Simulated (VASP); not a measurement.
**Sn: single point with BLYP**

Sn:

```
CELL_PARAMETERS angstrom
0.00000 3.23334 3.23334
3.23334 0.00000 3.23334
3.23334 3.23334 0.00000
ATOMIC_POSITIONS crystal
Sn 0.75356 0.74188 0.75406
Sn 0.50320 0.49152 0.50369
```

This isn't the form of Sn at room conditions, which is tetragonal (white tin).

```yaml
Program: VASP 6.6.1
Task: single point
Functional: BLYP
Potentials_or_basis: VASP PAW PBE potentials, release 64 (Sn_d)
Cutoff: 520 eV
k_mesh: 6 × 6 × 6, shifted
Occupations: methfessel-paxton, width 0.01 eV
Spin: no spin polarisation
Dipole_correction: no
Further_INCAR_settings: ALGO = Normal; EDIFF = 1e-07; NBANDS = 21
```

| Property | Result |
| --- | --- |
| Pressure | 6.4 GPa |
| Largest force | 0.036 eV/Å |

Forces on the atoms (eV/Å):
```
Sn  -0.021 -0.021 -0.021
Sn   0.021  0.021  0.021
```

Stress tensor (GPa, compression positive):
```
 6.43 -0.06 -0.06
-0.06  6.43 -0.06
-0.06 -0.06  6.43
```

Levels at points of the mesh, in eV from the Fermi level:
```tsv
k point	band 12	band 13	band 14	band 15	band 16	band 17
(0.08, 0.08, 0.08)	-1.56	-0.03	-0.03	0.53	2.39	2.39
```

Wall time 67 s on 1 thread of Intel(R) Xeon(R) 6975P-C (Granite Rapids), with other jobs on the host, peak memory 0.25 GiB.

Caveat: the cell stands under pressure; the PAW data sets were made with another functional, which shifts forces and pressure a little; spin-orbit coupling is left out, which moves the levels of the heavy elements.
